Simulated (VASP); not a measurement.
# BaTiO3 (P4mm) in VASP: further runs

Runs on BaTiO3. Level: r2SCAN. Tasks: single point.

All numbers are computed with VASP 6.6.1; they aren't measurements. Logs are shortened: lines on timing, memory, paths and dates and some standing lists are left out, and cuts for length are marked.

### 1 The cell of the first run

Symmetry: P4mm, No. 99, tetragonal system. The conventional cell has a = 3.972 Å, b = 3.972 Å, c = 4.113 Å, α = 90.00°, β = 90.00°, γ = 90.00°. Within 3.7 Å of Ba (site symmetry 4mm) lie 12 O at 2.79 to 2.92 Å and 8 Ti at 3.44 to 3.53 Å. Within 2.4 Å of Ti (site symmetry 4mm) lie 6 O at 1.82 to 2.29 Å. Within 2.4 Å of O (site symmetry 4mm) lie 2 Ti at 1.82 to 2.29 Å. O (site symmetry 2mm) has 2 Ti at 1.99 Å within 2.6 Å.

### 2 Single point, r2SCAN

File POSCAR:

```
BaTiO3
1.0
    3.9722427430      0.0000000000      0.0000000000
    0.0000000000      3.9722427430      0.0000000000
    0.0000000000      0.0000000000      4.1127570078
Ba Ti O
1 1 3
Direct
    0.0000000000      0.0000000000     -0.0044104995
    0.5000000000      0.5000000000      0.4774906576
    0.5000000000      0.5000000000      0.0346021831
    0.5000000000      0.0000000000      0.5176588294
    0.0000000000      0.5000000000      0.5176588294
```

File INCAR.step1:

```
PREC = Accurate ; ENCUT = 520
ISMEAR = 0 ; SIGMA = 0.02
LREAL = False ; LASPH = True
NELM = 60 ; NBANDS = 28
GGA = PE ; ALGO = Normal
EDIFF = 1E-4 ; LWAVE = True
LCHARG = False
```

File INCAR.step2:

```
PREC = Accurate ; ENCUT = 520
EDIFF = 1E-6 ; ISMEAR = 0
SIGMA = 0.02 ; LREAL = False
LASPH = True ; NELM = 60
ALGO = Normal ; ISIF = 2
LWAVE = False ; LCHARG = False
METAGGA = R2SCAN ; LMIXTAU = True
NBANDS = 28 ; ISTART = 1
```

File KPOINTS:

```
Automatic mesh
0
Gamma
  8 8 8
```

Potentials or basis: VASP PAW PBE potentials, release 64 (Ba_sv, Ti_sv, O).

Command:

```
> cat potpaw_PBE.64/Ba_sv/POTCAR potpaw_PBE.64/Ti_sv/POTCAR potpaw_PBE.64/O/POTCAR > POTCAR
> cp INCAR.step1 INCAR
> mpirun -np 1 vasp_std > vasp.out
> cp INCAR.step2 INCAR
> mpirun -np 1 vasp_std > vasp.out
```

OUTCAR:

```text
PREC = Accurate
   ENCUT = 520
   EDIFF = 1E-6
   ISMEAR = 0
   LREAL = False
   LASPH = True
   NELM = 60
   ISIF = 2
   METAGGA = R2SCAN
   ISTART = 1

 ion  position               nearest neighbor table
   1  0.000  0.000  0.996-   4 2.79   5 2.79   5 2.79   4 2.79   3 2.81   3 2.81   3 2.81   3 2.81
                             4 2.92   5 2.92   5 2.92   4 2.92   2 3.44   2 3.44   2 3.44   2 3.44
   2  0.500  0.500  0.477-   3 1.82   4 1.99   5 1.99   4 1.99   5 1.99   3 2.29   1 3.44   1 3.44
                             1 3.44   1 3.44   1 3.53   1 3.53   1 3.53   1 3.53
   3  0.500  0.500  0.035-   2 1.82   2 2.29   1 2.81   1 2.81   1 2.81   1 2.81
   4  0.500  0.000  0.518-   2 1.99   2 1.99   1 2.79   1 2.79   1 2.92   1 2.92
   5  0.000  0.500  0.518-   2 1.99   2 1.99   1 2.79   1 2.79   1 2.92   1 2.92

  LATTYP: Found a simple tetragonal cell.
 ALAT       =     3.9722427430
 C/A-ratio  =     1.0353740378

  Lattice vectors:

 A1 = (   3.9722427430,   0.0000000000,   0.0000000000)
 A2 = (   0.0000000000,   3.9722427430,   0.0000000000)
 A3 = (   0.0000000000,   0.0000000000,   4.1127570078)

Analysis of symmetry for initial positions (statically):
=====================================================================
 Subroutine PRICEL returns:
 Original cell was already a primitive cell.

 Routine SETGRP: Setting up the symmetry group for a
 simple tetragonal supercell.

 Subroutine GETGRP returns: Found  8 space group operations
 (whereof  8 operations were pure point group operations)
 out of a pool of 16 trial point group operations.

The static configuration has the point symmetry C_4v.

Analysis of symmetry for dynamics (positions and initial velocities):
=====================================================================
 Subroutine PRICEL returns:
 Original cell was already a primitive cell.

 Routine SETGRP: Setting up the symmetry group for a
 simple tetragonal supercell.

 Subroutine GETGRP returns: Found  8 space group operations
 (whereof  8 operations were pure point group operations)
 out of a pool of 16 trial point group operations.

The dynamic configuration has the point symmetry C_4v.

 Subroutine INISYM returns: Found  8 space group operations
 (whereof  8 operations are pure point group operations),
 and found     1 'primitive' translations

----------------------------------------------------------------------------------------

                                     Primitive cell

  volume of cell :      64.8940

  direct lattice vectors                    reciprocal lattice vectors
     3.972242743  0.000000000  0.000000000     0.251746951  0.000000000  0.000000000
     0.000000000  3.972242743  0.000000000     0.000000000  0.251746951  0.000000000
     0.000000000  0.000000000  4.112757008     0.000000000  0.000000000  0.243145899

  length of vectors
     3.972242743  3.972242743  4.112757008     0.251746951  0.251746951  0.243145899

  position of ions in fractional coordinates (direct lattice)
     0.000000000  0.000000000  0.995589501
     0.500000000  0.500000000  0.477490658
     0.500000000  0.500000000  0.034602183
     0.500000000  0.000000000  0.517658829
     0.000000000  0.500000000  0.517658829

  ion indices of the primitive-cell ions
   primitive index   ion index
                 1           1
                 2           2
                 3           3
                 4           4
                 5           5

----------------------------------------------------------------------------------------

 KPOINTS: Automatic mesh

Automatic generation of k-mesh.
 Grid dimensions read from file:
 generate k-points for:    8    8    8

 Generating k-lattice:

  Cartesian coordinates                     Fractional coordinates (reciprocal lattice)
     0.031468369  0.000000000  0.000000000     0.125000000  0.000000000  0.000000000
     0.000000000  0.031468369  0.000000000     0.000000000  0.125000000  0.000000000
     0.000000000  0.000000000  0.030393237     0.000000000  0.000000000  0.125000000

  Length of vectors
     0.031468369  0.031468369  0.030393237

  Shift w.r.t. Gamma in fractional coordinates (k-lattice)
     0.000000000  0.000000000  0.000000000

 Subroutine IBZKPT returns following result:
 ===========================================

 Found     75 irreducible k-points:

 Following reciprocal coordinates:
            Coordinates               Weight
  0.000000  0.000000  0.000000      1.000000
  0.125000  0.000000  0.000000      4.000000
  0.250000  0.000000  0.000000      4.000000
  0.375000  0.000000  0.000000      4.000000
  0.500000  0.000000  0.000000      2.000000
  0.125000  0.125000  0.000000      4.000000
[... 16 lines left out ...]
  0.375000  0.125000  0.125000     16.000000
  0.500000  0.125000  0.125000      8.000000
 [... further k-points ...]
   k-points           NKPTS =     75   k-points in BZ     NKDIM =     75   number of bands    NBANDS=     28
   number of dos      NEDOS =    301   number of ions     NIONS =      5
   total plane-waves  NPLWV =  28800
   dimension x,y,z NGX =    30 NGY =   30 NGZ =   32
   dimension x,y,z NGXF=    60 NGYF=   60 NGZF=   64
   ions per type =               1   1   3
   NGX,Y,Z   is equivalent  to a cutoff of  12.56, 12.56, 12.94 a.u.
   NGXF,Y,Z  is equivalent  to a cutoff of  25.11, 25.11, 25.87 a.u.
 SYSTEM =  unknown system
   PREC   = accura    normal or accurate (medium, high low for compatibility)
   ISTART =      1    job   : 0-new  1-cont  2-samecut
   ICHARG =      0    charge: 1-file 2-atom 10-const
   ISPIN  =      1    spin polarized calculation?
   LNONCOLLINEAR =      F non collinear calculations
   LSORBIT =      F    spin-orbit coupling
   LASPH  =      T    aspherical Exc in radial PAW
   ENCUT  =  520.0 eV  38.22 Ry    6.18 a.u.   7.39  7.39  7.65*2*pi/ulx,y,z
   NELM   =     60;   NELMIN=  2; NELMDL=  0     # of ELM steps
   EDIFF  = 0.1E-05   stopping-criterion for ELM
   LREAL  =      F    real-space projection
   EDIFFG = 0.1E-04   stopping-criterion for IOM
   NSW    =      0    number of steps for IOM
   IBRION =     -1    ionic relax: 0-MD 1-quasi-New 2-CG
   NFREE  =      0    steps in history (QN), initial steepest desc. (CG)
   ISIF   =      2    stress and relaxation
   ISYM   =      2    0-nonsym 1-usesym 2-fastsym
   POTIM  = 0.5000    time-step for ionic-motion
   TEBEG  =    0.0;   TEEND  =   0.0 temperature during run
   PSTRESS=    0.0 pullay stress
   NELECT =      40.0000    total number of electrons
   NUPDOWN=      -1.0000    fix difference up-down
   EMIN   =  10.00;   EMAX   =-10.00  energy-range for DOS
   EFERMI =   0.00;   METHOD = LEGACY
   ISMEAR =     0;   SIGMA  =   0.02  broadening in eV -4-tet -1-fermi 0-gaus
   EFERMI_NEDOS =   21; number of points for ismear=-14 and -15
   IALGO  =     38    algorithm
   IMIX   =      4    mixing-type and parameters
     AMIX     =   0.40;   BMIX     =  1.00
     AMIX_MAG =   1.60;   BMIX_MAG =  1.00
  volume/ion in A,a.u.               =      12.98        87.59
  Fermi-wavevector in a.u.,A,eV,Ry     =   1.393242  2.632846 26.410594  1.941124
  Thomas-Fermi vector in A             =   2.516907
   LORBIT       =      0    0 simple, 1 ext, 2 COOP (PROOUT), +10 PAW based schemes
   METAGGA = R2SCAN    functional components
   LHFCALC =     F    Hartree Fock is set to
   AEXX    =    0.0000 exact exchange contribution
   IVDW    =     0    specifies the selected vdW correction
   LEPSILON=     F    determine dielectric tensor
   LRPA    =     F    only Hartree local field effects (RPA)
 non-spin polarized calculation
 Gauss-broadening in eV      SIGMA  =   0.02
  energy-cutoff  :      520.00
  volume of cell :       64.89
 maximum number of plane-waves:      1779
 NGX is ok and might be reduce to    30
   NGX = 15   NGY = 15   NGZ = 15

 number of electron      39.9999984 magnetization

 Free energy of the ion-electron system (eV)
  ---------------------------------------------------
  ext. energy  EPLUGINS =         0.00000000
  ---------------------------------------------------
  free energy    TOTEN  =       -74.25936525 eV

  energy without entropy =      -74.25936525  energy(sigma->0) =      -74.25936525

 E-fermi :   3.7331     XC(G=0): -11.8326

 val. band max:        3.5989887378   @ k =   0.5000   0.5000   0.5000
 cond. band min:       5.8091917190   @ k =   0.0000   0.0000   0.0000
 fundamental gap:      2.2102029812
 Fermi energy:         3.7330733381

 k-point     1 :       0.0000    0.0000    0.0000
  band No.  band energies     occupation
      1     -55.2040      2.00000
      2     -30.4722      2.00000
      3     -30.3581      2.00000
      4     -30.3581      2.00000
      5     -22.1101      2.00000
      6     -14.3952      2.00000
[... 20 lines left out ...]
     27       9.2137      0.00000
     28      11.5380      0.00000

 k-point     2 :       0.1250    0.0000    0.0000
  band No.  band energies     occupation
      1     -55.2038      2.00000
      2     -30.4719      2.00000
      3     -30.3675      2.00000
      4     -30.3578      2.00000
      5     -22.0914      2.00000
      6     -14.4032      2.00000
[... 20 lines left out ...]
     27       9.5171      0.00000
     28      11.9153      0.00000

 k-point     3 :       0.2500    0.0000    0.0000
  band No.  band energies     occupation
      1     -55.2033      2.00000
      2     -30.4710      2.00000
      3     -30.3900      2.00000
      4     -30.3570      2.00000
      5     -22.0455      2.00000
      6     -14.4684      2.00000
[... 20 lines left out ...]
     27      10.2819      0.00000
     28      12.3856      0.00000

 k-point     4 :       0.3750    0.0000    0.0000
  band No.  band energies     occupation
      1     -55.2029      2.00000
      2     -30.4702      2.00000
      3     -30.4123      2.00000
      4     -30.3563      2.00000
      5     -21.9986      2.00000
      6     -14.5722      2.00000
[... 20 lines left out ...]
     27      11.2164      0.00000
     28      12.2901      0.00000

 k-point     5 :       0.5000    0.0000    0.0000
  band No.  band energies     occupation
      1     -55.2027      2.00000
      2     -30.4698      2.00000
      3     -30.4215      2.00000
      4     -30.3559      2.00000
      5     -21.9788      2.00000
      6     -14.6210      2.00000
[... 20 lines left out ...]
     27      11.7051      0.00000
     28      12.2515      0.00000

 k-point     6 :       0.1250    0.1250    0.0000
  band No.  band energies     occupation
      1     -55.2036      2.00000
      2     -30.4715      2.00000
      3     -30.3673      2.00000
      4     -30.3669      2.00000
      5     -22.0736      2.00000
      6     -14.3992      2.00000
[... 463 lines left out ...]
      5     -22.0605      2.00000
      6     -14.3791      2.00000
[... 20 lines left out ...]
     27      10.0180      0.00000
     28      12.1311      0.00000

 k-point    22 :       0.2500    0.1250    0.1250
  band No.  band energies     occupation
      1     -55.2030      2.00000
      2     -30.4768      2.00000
      3     -30.3893      2.00000
      4     -30.3661      2.00000
      5     -22.0187      2.00000
      6     -14.3919      2.00000
[... 20 lines left out ...]
     27      10.6808      0.00000
     28      12.4146      0.00000

 k-point    23 :       0.3750    0.1250    0.1250
  band No.  band energies     occupation
      1     -55.2026      2.00000
      2     -30.4759      2.00000
      3     -30.4115      2.00000
      4     -30.3652      2.00000
      5     -21.9762      2.00000
      6     -14.4546      2.00000
[... 20 lines left out ...]
     27      11.5875      0.00000
     28      12.6824      0.00000

 k-point    24 :       0.5000    0.1250    0.1250
  band No.  band energies     occupation
      1     -55.2024      2.00000
      2     -30.4755      2.00000
      3     -30.4206      2.00000
      4     -30.3649      2.00000
      5     -21.9583      2.00000
      6     -14.4893      2.00000
[... 20 lines left out ...]
     27      12.0024      0.00000
     28      12.8210      0.00000

 [... further k-points ...]

------------------------ aborting loop because EDIFF is reached ----------------------------------------

  FORCE on cell =-STRESS in cart. coord.  units (eV):
  Direction    XX          YY          ZZ          XY          YZ          ZX
  --------------------------------------------------------------------------------------
  -------------------------------------------------------------------------------------
  Total        0.7571988      0.7571988      0.8244901      0.0000000      0.0000000      0.0000000
  in kB       18.6945876     18.6945876     20.3559521      0.0000000      0.0000000      0.0000000
  external PRESSURE =      19.2483758 kB  Pullay stress =       0.0000000 kB

 VOLUME and BASIS-vectors are now :
 -----------------------------------------------------------------------------
  energy-cutoff  :      520.00
  volume of cell :       64.89
      direct lattice vectors                 reciprocal lattice vectors
     3.972242743  0.000000000  0.000000000     0.251746951  0.000000000  0.000000000
     0.000000000  3.972242743  0.000000000     0.000000000  0.251746951  0.000000000
     0.000000000  0.000000000  4.112757008     0.000000000  0.000000000  0.243145899

 POSITION                                       TOTAL-FORCE (eV/Angst)
 -----------------------------------------------------------------------------------
      0.00000      0.00000      4.09462         0.000000      0.000000      0.029705
      1.98612      1.98612      1.96380         0.000000     -0.000000      0.165570
      1.98612      1.98612      0.14231         0.000000      0.000000     -0.158765
      1.98612      0.00000      2.12900         0.000000      0.000000     -0.018255
      0.00000      1.98612      2.12900        -0.000000      0.000000     -0.018255
 -----------------------------------------------------------------------------------
    total drift:                                0.000000      0.000000     -0.003414

  FREE ENERGIE OF THE ION-ELECTRON SYSTEM (eV)
  ---------------------------------------------------
  free  energy   TOTEN  =       -74.2593652522 eV

  energy  without entropy=      -74.2593652522  energy(sigma->0) =      -74.25936525
```

It took 3.5 min on 1 thread of Intel Xeon 6975P-C (Granite Rapids), shared host; peak memory 0.27 GiB.

What came out:

- Free energy: -74.2594 eV
- Pressure: 1.9 GPa
- Largest force: 0.166 eV/Å
- Band gap on the k mesh: 2.21 eV (least direct gap 2.71 eV)

Forces on the atoms (eV/Å):
```
Ba   0.000  0.000  0.030
Ti   0.000  0.000  0.166
O    0.000  0.000 -0.159
O    0.000  0.000 -0.018
O    0.000  0.000 -0.018
```

Levels at points of the mesh, in eV from the valence-band top:
| k point | band 18 | band 19 | band 20 | band 21 | band 22 | band 23 |
| --- | --- | --- | --- | --- | --- | --- |
| (0.00, 0.00, 0.00) | -0.73 | -0.50 | -0.50 | 2.21 | 2.69 | 2.69 |
| (0.50, 0.00, 0.00) | -1.72 | -1.41 | -1.22 | 2.79 | 3.90 | 3.98 |
| (0.50, 0.50, 0.00) | -1.13 | -1.13 | -0.07 | 4.01 | 4.01 | 4.39 |
| (0.00, 0.00, 0.50) | -2.03 | -0.76 | -0.76 | 2.34 | 3.90 | 3.90 |
| (0.50, 0.00, 0.50) | -1.10 | -1.04 | -0.42 | 3.92 | 3.94 | 4.25 |
| (0.50, 0.50, 0.50) | -0.34 | -0.34 | 0.00 | 4.50 | 4.50 | 4.59 |

Caveat: the PAW data sets were made with another functional, which shifts forces and pressure a little; spin-orbit coupling is left out, which moves the levels of the heavy elements. A k mesh can miss the band edges.

### 3 Single point, r2SCAN

POSCAR is that of step 2.

File INCAR.step1:

```
SYSTEM = BaTiO3
  ALGO = Normal
  EDIFF = 1E-4
  ENCUT = 520
  GGA = PE
  ISMEAR = 0
  LASPH = .TRUE.
  LCHARG = .FALSE.
  LREAL = .FALSE.
  LWAVE = .TRUE.
  NBANDS = 28
  NELM = 60
  PREC = Accurate
  SIGMA = 0.02
```

File INCAR.step2:

```
SYSTEM = BaTiO3
  ALGO = Normal
  EDIFF = 1E-6
  ENCUT = 520
  ISIF = 2
  ISMEAR = 0
  ISTART = 1
  LASPH = .TRUE.
  LCHARG = .FALSE.
  LMIXTAU = .TRUE.
  LREAL = .FALSE.
  LWAVE = .FALSE.
  METAGGA = R2SCAN
  NBANDS = 28
  NELM = 60
  PREC = Accurate
  SIGMA = 0.02
```

File KPOINTS:

```
k-points
0
G
  8 8 8
  0 0 0
```

Potentials or basis: VASP PAW PBE potentials, release 64 (Ba_sv, Ti_sv, O).

Command:

```
> cat potpaw_PBE.64/Ba_sv/POTCAR potpaw_PBE.64/Ti_sv/POTCAR potpaw_PBE.64/O/POTCAR > POTCAR
> cp INCAR.step1 INCAR
> mpirun -np 1 vasp_std > vasp.out
> cp INCAR.step2 INCAR
> mpirun -np 1 vasp_std > vasp.out
```

Run time: 3.5 min. Hardware: 1 thread of Intel Xeon 6975P-C (Granite Rapids), shared host; peak memory 0.27 GiB.

The run converged. Its results:

- Free energy: -74.2594 eV
- Pressure: 1.9 GPa
- Largest force: 0.166 eV/Å
- Band gap on the k mesh: 2.21 eV (least direct gap 2.71 eV)

Forces in eV/Å, atoms in the order of the input:
```
Ba   0.000  0.000  0.030
Ti   0.000  0.000  0.166
O    0.000  0.000 -0.159
O    0.000  0.000 -0.018
O    0.000  0.000 -0.018
```

Stress tensor (GPa, compression positive):
```
1.87 0.00 0.00
0.00 1.87 0.00
0.00 0.00 2.04
```

Levels at points of the mesh, in eV from the valence-band top:
| k point | band 18 | band 19 | band 20 | band 21 | band 22 | band 23 |
| --- | --- | --- | --- | --- | --- | --- |
| (0.00, 0.00, 0.00) | -0.73 | -0.50 | -0.50 | 2.21 | 2.69 | 2.69 |
| (0.50, 0.00, 0.00) | -1.72 | -1.41 | -1.22 | 2.79 | 3.90 | 3.98 |
| (0.50, 0.50, 0.00) | -1.13 | -1.13 | -0.07 | 4.01 | 4.01 | 4.39 |
| (0.00, 0.00, 0.50) | -2.03 | -0.76 | -0.76 | 2.34 | 3.90 | 3.90 |
| (0.50, 0.00, 0.50) | -1.10 | -1.04 | -0.42 | 3.92 | 3.94 | 4.25 |
| (0.50, 0.50, 0.50) | -0.34 | -0.34 | 0.00 | 4.50 | 4.50 | 4.59 |

Caveat: the PAW data sets were made with another functional, which shifts forces and pressure a little; spin-orbit coupling is left out, which moves the levels of the heavy elements.

(Continued in part 2 of 2.)
